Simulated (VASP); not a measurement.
# AgCl (I4mm) in VASP: notebook, part 2 of 3

VASP 6.6.1. The steps go on from the part before.

### 3 Single point, LDA

File INCAR:

```
ALGO     = Normal         # electronic algorithm
EDIFF    = 1E-7           # SCF threshold, eV
ENCUT    = 520            # plane-wave cutoff, eV
GGA      = CA             # functional
ISIF     = 2              # what is computed and relaxed
ISMEAR   = 0              # smearing method
LASPH    = True           # aspherical terms in the spheres
LCHARG   = False          # write CHGCAR
LREAL    = False          # projectors in reciprocal space
LWAVE    = False          # write WAVECAR
NBANDS   = 16             # bands
NELM     = 60             # most SCF steps
PREC     = Accurate       # precision mode
SIGMA    = 0.05           # smearing width, eV
```

File KPOINTS:

```
k-points
0
Gamma
  8 8 8
```

File POSCAR:

```
AgCl
1.0
    0.0000000000      2.7731500000      2.7731500000
    2.7731500000      0.0000000000      2.7731500000
    2.7731500000      2.7731500000      0.0000000000
Ag Cl
1 1
Direct
    0.4842237167      0.4842237167      0.5157762833
    0.0000000000      0.0000000000      0.0000000000
```

Potentials or basis: VASP PAW LDA potentials, release 64 (Ag, Cl).

Started as:

```sh
> cat potpaw_LDA.64/Ag/POTCAR potpaw_LDA.64/Cl/POTCAR > POTCAR
> mpirun -np 1 vasp_std > vasp.out
```

OUTCAR:

```text
EDIFF = 1E-7
   ENCUT = 520
   GGA = CA
   ISIF = 2
   ISMEAR = 0
   LASPH = True
   LREAL = False
   NELM = 60
   PREC = Accurate

 ion  position               nearest neighbor table
   1  0.484  0.484  0.516-   2 2.69   2 2.77   2 2.77   2 2.77   2 2.77   2 2.86
   2  0.000  0.000  0.000-   1 2.69   1 2.77   1 2.77   1 2.77   1 2.77   1 2.86

  LATTYP: Found a face centered cubic cell.
 ALAT       =     5.5463000000

  Lattice vectors:

 A1 = (   0.0000000000,   2.7731500000,   2.7731500000)
 A2 = (   2.7731500000,   0.0000000000,   2.7731500000)
 A3 = (   2.7731500000,   2.7731500000,   0.0000000000)

Analysis of symmetry for initial positions (statically):
=====================================================================
 Subroutine PRICEL returns:
 Original cell was already a primitive cell.

 Routine SETGRP: Setting up the symmetry group for a
 face centered cubic supercell.

 Subroutine GETGRP returns: Found  8 space group operations
 (whereof  8 operations were pure point group operations)
 out of a pool of 48 trial point group operations.

The static configuration has the point symmetry C_4v.

Analysis of symmetry for dynamics (positions and initial velocities):
[... 162 lines left out ...]
 val. band max:        3.5697015714   @ k =   0.5000   0.0000   0.0000
 cond. band min:       4.2225601325   @ k =   0.0000   0.0000   0.0000
 fundamental gap:      0.6528585612
 Fermi energy:         3.8192010721

 k-point     1 :       0.0000    0.0000    0.0000
  band No.  band energies     occupation
      1     -11.4735      2.00000
      2       0.8377      2.00000
      3       0.9491      2.00000
      4       0.9491      2.00000
      5       1.0573      2.00000
      6       1.0958      2.00000
[... 433 lines left out ...]
      3      -0.5062      2.00000
      4      -0.2614      2.00000
      5       1.1935      2.00000
      6       1.4828      2.00000
[... 8 lines left out ...]
     15      17.8536      0.00000
     16      18.7376      0.00000

 [... further k-points ...]

------------------------ aborting loop because EDIFF is reached ----------------------------------------

  FORCE on cell =-STRESS in cart. coord.  units (eV):
  Direction    XX          YY          ZZ          XY          YZ          ZX
  --------------------------------------------------------------------------------------
  -------------------------------------------------------------------------------------
  Total       -1.4804503     -1.4804503     -1.3959151      0.0000000      0.0000000      0.0000000
  in kB      -55.6101860    -55.6101860    -52.4347881      0.0000000      0.0000000      0.0000000
  external PRESSURE =     -54.5517201 kB  Pullay stress =       0.0000000 kB

 VOLUME and BASIS-vectors are now :
 -----------------------------------------------------------------------------
  energy-cutoff  :      520.00
  volume of cell :       42.65
      direct lattice vectors                 reciprocal lattice vectors
     0.000000000  2.773150000  2.773150000    -0.180300380  0.180300380  0.180300380
     2.773150000  0.000000000  2.773150000     0.180300380 -0.180300380  0.180300380
     2.773150000  2.773150000  0.000000000     0.180300380  0.180300380 -0.180300380

 POSITION                                       TOTAL-FORCE (eV/Angst)
 -----------------------------------------------------------------------------------
      2.77315      2.77315      2.68565         0.000000      0.000000      0.055628
      0.00000      0.00000      0.00000         0.000000      0.000000     -0.055628
 -----------------------------------------------------------------------------------
    total drift:                               -0.000000     -0.000000     -0.000087

  FREE ENERGIE OF THE ION-ELECTRON SYSTEM (eV)
  ---------------------------------------------------
  free  energy   TOTEN  =        -6.7097476751 eV

  energy  without entropy=       -6.7097476751  energy(sigma->0) =       -6.70974768
```

OSZICAR:

```text
N       E                     dE             d eps       ncg     rms          rms(c)
DAV:   1     0.890764009935E+02    0.89076E+02   -0.85546E+03  1888   0.102E+03
DAV:   2    -0.403113964171E+01   -0.93108E+02   -0.85142E+02  2384   0.215E+02
DAV:   3    -0.685979789461E+01   -0.28287E+01   -0.28212E+01  2288   0.386E+01
DAV:   4    -0.687378997873E+01   -0.13992E-01   -0.13991E-01  2528   0.310E+00
DAV:   5    -0.687394052775E+01   -0.15055E-03   -0.15055E-03  2208   0.320E-01    0.638E+00
DAV:   6    -0.671917848497E+01    0.15476E+00   -0.24396E-01  2528   0.668E+00    0.423E+00
DAV:   7    -0.671260551645E+01    0.65730E-02   -0.62835E-02  2336   0.167E+00    0.193E+00
DAV:   8    -0.670984386731E+01    0.27616E-02   -0.42354E-03  2176   0.586E-01    0.253E-01
DAV:   9    -0.670973850980E+01    0.10536E-03   -0.25923E-04  2560   0.237E-01    0.436E-02
DAV:  10    -0.670974760614E+01   -0.90963E-05   -0.28668E-05  2176   0.452E-02    0.125E-02
DAV:  11    -0.670974767512E+01   -0.68983E-07   -0.26403E-07  2624   0.417E-03
   1 F= -.67097477E+01 E0= -.67097477E+01  d E =-.562343E-14
```

stdout:

```text
POSCAR found type information on POSCAR AgCl
 POSCAR found :  2 types and       2 ions
 scaLAPACK will be used
 LDA part: xc-table for (Slater(with rela. corr.)+CA(PZ))
 , standard interpolation
 POSCAR, INCAR and KPOINTS ok, starting setup
 FFT: planning ... GRIDC
 FFT: planning ... GRID_SOFT
 FFT: planning ... GRID
 WAVECAR not read
 entering main loop
```

Run time: 37 s. Hardware: 1 thread of Intel Xeon Platinum 8488C (Sapphire Rapids), shared host; peak memory 0.17 GiB.

Results:

```yaml
Free_energy: -6.7097 eV
Pressure: -5.5 GPa
Largest_force: 0.056 eV/Å
Band_gap_on_the_k_mesh: 0.65 eV, indirect (least direct gap 2.70 eV)
```

Forces in eV/Å, atoms in the order of the input:
```
Ag   0.000  0.000  0.056
Cl   0.000  0.000 -0.056
```

Stress tensor (GPa, compression positive):
```
-5.56  0.00  0.00
 0.00 -5.56  0.00
 0.00  0.00 -5.24
```

Caveat: the cell differs from its parent crystal (all Ag atoms moved +0.087 Å, as atom 1 towards its neighbour atom 2 (Cl) at 2.773 Å).

### 4 Single point, LDA

File INCAR:

```
PREC = Accurate
ENCUT = 520
EDIFF = 1E-6
ISMEAR = 0
SIGMA = 0.05
LREAL = F
LASPH = T
NELM = 80
ALGO = Normal
ISIF = 2
LWAVE = F
LCHARG = F
GGA = CA
NBANDS = 16
```

File KPOINTS:

```
Automatic mesh
0
Gamma
  8 8 8
```

Changes to POSCAR since step 3:

```diff
@@ -8,3 +8,3 @@
 Direct
-    0.4842237167      0.4842237167      0.5157762833
+    0.4887312262      0.4887312262      0.5112687738
     0.0000000000      0.0000000000      0.0000000000
```

Potentials or basis: VASP PAW LDA potentials, release 64 (Ag, Cl).

Started as:

```sh
> cat potpaw_LDA.64/Ag/POTCAR potpaw_LDA.64/Cl/POTCAR > POTCAR
> mpirun -np 1 vasp_std > vasp.out
```

OUTCAR:

```text
PREC = Accurate
   ENCUT = 520
   EDIFF = 1E-6
   ISMEAR = 0
   LREAL = F
   LASPH = T
   NELM = 80
   ISIF = 2
   GGA = CA

 ion  position               nearest neighbor table
   1  0.489  0.489  0.511-   2 2.71   2 2.77   2 2.77   2 2.77   2 2.77   2 2.84
   2  0.000  0.000  0.000-   1 2.71   1 2.77   1 2.77   1 2.77   1 2.77   1 2.84

  LATTYP: Found a face centered cubic cell.
 ALAT       =     5.5463000000

  Lattice vectors:

 A1 = (   0.0000000000,   2.7731500000,   2.7731500000)
 A2 = (   2.7731500000,   0.0000000000,   2.7731500000)
 A3 = (   2.7731500000,   2.7731500000,   0.0000000000)

Analysis of symmetry for initial positions (statically):
=====================================================================
 Subroutine PRICEL returns:
 Original cell was already a primitive cell.

 Routine SETGRP: Setting up the symmetry group for a
 face centered cubic supercell.

 Subroutine GETGRP returns: Found  8 space group operations
 (whereof  8 operations were pure point group operations)
 out of a pool of 48 trial point group operations.

The static configuration has the point symmetry C_4v.

Analysis of symmetry for dynamics (positions and initial velocities):
=====================================================================
 Subroutine PRICEL returns:
 Original cell was already a primitive cell.

 Routine SETGRP: Setting up the symmetry group for a
 face centered cubic supercell.

 Subroutine GETGRP returns: Found  8 space group operations
 (whereof  8 operations were pure point group operations)
 out of a pool of 48 trial point group operations.

The dynamic configuration has the point symmetry C_4v.

 Subroutine INISYM returns: Found  8 space group operations
 (whereof  8 operations are pure point group operations),
 and found     1 'primitive' translations

----------------------------------------------------------------------------------------

                                     Primitive cell

  volume of cell :      42.6530

  direct lattice vectors                    reciprocal lattice vectors
     0.000000000  2.773150000  2.773150000    -0.180300380  0.180300380  0.180300380
     2.773150000  0.000000000  2.773150000     0.180300380 -0.180300380  0.180300380
     2.773150000  2.773150000  0.000000000     0.180300380  0.180300380 -0.180300380

  length of vectors
     3.921826340  3.921826340  3.921826340     0.312289420  0.312289420  0.312289420

  position of ions in fractional coordinates (direct lattice)
     0.488731226  0.488731226  0.511268774
     0.000000000  0.000000000  0.000000000

  ion indices of the primitive-cell ions
   primitive index   ion index
                 1           1
                 2           2

----------------------------------------------------------------------------------------

 KPOINTS: Automatic mesh

Automatic generation of k-mesh.
 Grid dimensions read from file:
 generate k-points for:    8    8    8

 Generating k-lattice:

  Cartesian coordinates                     Fractional coordinates (reciprocal lattice)
    -0.022537548  0.022537548  0.022537548     0.125000000  0.000000000  0.000000000
     0.022537548 -0.022537548  0.022537548     0.000000000  0.125000000  0.000000000
     0.022537548  0.022537548 -0.022537548     0.000000000  0.000000000  0.125000000

  Length of vectors
     0.039036177  0.039036177  0.039036177

  Shift w.r.t. Gamma in fractional coordinates (k-lattice)
     0.000000000  0.000000000  0.000000000

 Subroutine IBZKPT returns following result:
 ===========================================

 Found     59 irreducible k-points:

 Following reciprocal coordinates:
            Coordinates               Weight
  0.000000  0.000000  0.000000      1.000000
  0.125000  0.000000  0.000000      8.000000
  0.250000  0.000000  0.000000      8.000000
  0.375000  0.000000  0.000000      8.000000
  0.500000  0.000000  0.000000      4.000000
  0.125000  0.125000  0.000000      2.000000
[... 16 lines left out ...]
  0.000000  0.375000  0.250000     16.000000
  0.500000  0.250000  0.000000      8.000000
 [... further k-points ...]
   k-points           NKPTS =     59   k-points in BZ     NKDIM =     59   number of bands    NBANDS=     16
   number of dos      NEDOS =    301   number of ions     NIONS =      2
   total plane-waves  NPLWV =  27000
   dimension x,y,z NGX =    30 NGY =   30 NGZ =   30
   dimension x,y,z NGXF=    60 NGYF=   60 NGZF=   60
   ions per type =               1   1
   NGX,Y,Z   is equivalent  to a cutoff of  12.72, 12.72, 12.72 a.u.
   NGXF,Y,Z  is equivalent  to a cutoff of  25.43, 25.43, 25.43 a.u.
 SYSTEM =  unknown system
   PREC   = accura    normal or accurate (medium, high low for compatibility)
   ISTART =      0    job   : 0-new  1-cont  2-samecut
   ICHARG =      2    charge: 1-file 2-atom 10-const
   ISPIN  =      1    spin polarized calculation?
   LNONCOLLINEAR =      F non collinear calculations
   LSORBIT =      F    spin-orbit coupling
   LASPH  =      T    aspherical Exc in radial PAW
   ENCUT  =  520.0 eV  38.22 Ry    6.18 a.u.   7.29  7.29  7.29*2*pi/ulx,y,z
   NELM   =     80;   NELMIN=  2; NELMDL= -5     # of ELM steps
   EDIFF  = 0.1E-05   stopping-criterion for ELM
   LREAL  =      F    real-space projection
   EDIFFG = 0.1E-04   stopping-criterion for IOM
   NSW    =      0    number of steps for IOM
   IBRION =     -1    ionic relax: 0-MD 1-quasi-New 2-CG
   NFREE  =      0    steps in history (QN), initial steepest desc. (CG)
   ISIF   =      2    stress and relaxation
   ISYM   =      2    0-nonsym 1-usesym 2-fastsym
   POTIM  = 0.5000    time-step for ionic-motion
   TEBEG  =    0.0;   TEEND  =   0.0 temperature during run
   PSTRESS=    0.0 pullay stress
   NELECT =      18.0000    total number of electrons
   NUPDOWN=      -1.0000    fix difference up-down
   EMIN   =  10.00;   EMAX   =-10.00  energy-range for DOS
   EFERMI =   0.00;   METHOD = LEGACY
   ISMEAR =     0;   SIGMA  =   0.05  broadening in eV -4-tet -1-fermi 0-gaus
   EFERMI_NEDOS =   21; number of points for ismear=-14 and -15
   IALGO  =     38    algorithm
   IMIX   =      4    mixing-type and parameters
     AMIX     =   0.40;   BMIX     =  1.00
     AMIX_MAG =   1.60;   BMIX_MAG =  1.00
  volume/ion in A,a.u.               =      21.33       143.92
  Fermi-wavevector in a.u.,A,eV,Ry     =   1.227955  2.320498 20.515850  1.507872
  Thomas-Fermi vector in A             =   2.362898
   LORBIT       =      0    0 simple, 1 ext, 2 COOP (PROOUT), +10 PAW based schemes
   GGA     = CA    functional components
   LHFCALC =     F    Hartree Fock is set to
   AEXX    =    0.0000 exact exchange contribution
   IVDW    =     0    specifies the selected vdW correction
   LEPSILON=     F    determine dielectric tensor
   LRPA    =     F    only Hartree local field effects (RPA)
 non-spin polarized calculation
 Gauss-broadening in eV      SIGMA  =   0.05
  energy-cutoff  :      520.00
  volume of cell :       42.65
 maximum number of plane-waves:      1174
 NGX is ok and might be reduce to    30
   NGX = 15   NGY = 15   NGZ = 15

 number of electron      18.0000000 magnetization

 Free energy of the ion-electron system (eV)
  ---------------------------------------------------
  ext. energy  EPLUGINS =         0.00000000
  ---------------------------------------------------
  free energy    TOTEN  =        -6.71090936 eV

  energy without entropy =       -6.71090936  energy(sigma->0) =       -6.71090936

 E-fermi :   3.8191     XC(G=0): -10.4392

 val. band max:        3.5735605634   @ k =   0.5000   0.0000   0.0000
 cond. band min:       4.2211662849   @ k =   0.0000   0.0000   0.0000
 fundamental gap:      0.6476057215
 Fermi energy:         3.8191188726

 k-point     1 :       0.0000    0.0000    0.0000
  band No.  band energies     occupation
      1     -11.4713      2.00000
      2       0.9294      2.00000
      3       0.9932      2.00000
      4       0.9932      2.00000
      5       1.0570      2.00000
      6       1.0954      2.00000
[... 8 lines left out ...]
     15      16.5296      0.00000
     16      16.5949      0.00000
[... 419 lines left out ...]
 k-point    24 :       0.5000    0.2500    0.0000
  band No.  band energies     occupation
      1     -11.0006      2.00000
      2      -1.1438      2.00000
      3      -0.5045      2.00000
      4      -0.2625      2.00000
      5       1.1944      2.00000
      6       1.4849      2.00000
[... 8 lines left out ...]
     15      17.8502      0.00000
     16      18.7345      0.00000

 [... further k-points ...]

------------------------ aborting loop because EDIFF is reached ----------------------------------------

  FORCE on cell =-STRESS in cart. coord.  units (eV):
  Direction    XX          YY          ZZ          XY          YZ          ZX
  --------------------------------------------------------------------------------------
  -------------------------------------------------------------------------------------
  Total       -1.4820785     -1.4820785     -1.4392461      0.0000000      0.0000000     -0.0000000
  in kB      -55.6713455    -55.6713455    -54.0624285      0.0000000      0.0000000     -0.0000000
  external PRESSURE =     -55.1350398 kB  Pullay stress =       0.0000000 kB

 VOLUME and BASIS-vectors are now :
 -----------------------------------------------------------------------------
  energy-cutoff  :      520.00
  volume of cell :       42.65
      direct lattice vectors                 reciprocal lattice vectors
     0.000000000  2.773150000  2.773150000    -0.180300380  0.180300380  0.180300380
     2.773150000  0.000000000  2.773150000     0.180300380 -0.180300380  0.180300380
     2.773150000  2.773150000  0.000000000     0.180300380  0.180300380 -0.180300380

 POSITION                                       TOTAL-FORCE (eV/Angst)
 -----------------------------------------------------------------------------------
      2.77315      2.77315      2.71065         0.000000      0.000000      0.037774
      0.00000      0.00000      0.00000         0.000000      0.000000     -0.037774
 -----------------------------------------------------------------------------------
    total drift:                               -0.000000     -0.000000     -0.000006

  FREE ENERGIE OF THE ION-ELECTRON SYSTEM (eV)
  ---------------------------------------------------
  free  energy   TOTEN  =        -6.7109093640 eV

  energy  without entropy=       -6.7109093640  energy(sigma->0) =       -6.71090936
```

stdout:

```text
POSCAR found type information on POSCAR AgCl
 POSCAR found :  2 types and       2 ions
 scaLAPACK will be used
 LDA part: xc-table for (Slater(with rela. corr.)+CA(PZ))
 , standard interpolation
 POSCAR, INCAR and KPOINTS ok, starting setup
 FFT: planning ... GRIDC
 FFT: planning ... GRID_SOFT
 FFT: planning ... GRID
 WAVECAR not read
 entering main loop
```

Wall time 34 s (1 thread of Intel Xeon Platinum 8488C (Sapphire Rapids), shared host); peak memory 0.17 GiB.

Results:

* Free energy: -6.7109 eV
* Pressure: -5.5 GPa
* Largest force: 0.038 eV/Å
* Band gap on the k mesh: 0.65 eV, indirect (least direct gap 2.78 eV)

Forces on the atoms (eV/Å):
```
Ag   0.000  0.000  0.038
Cl   0.000  0.000 -0.038
```

Stress tensor (GPa, compression positive):
```
-5.57  0.00  0.00
 0.00 -5.57  0.00
 0.00  0.00 -5.41
```

Caveat: the cell differs from its parent crystal (all Ag atoms moved +0.062 Å, as atom 1 towards its neighbour atom 2 (Cl) at 2.773 Å). A k mesh can miss the band edges.

(Part 2 of 3 ends here.)
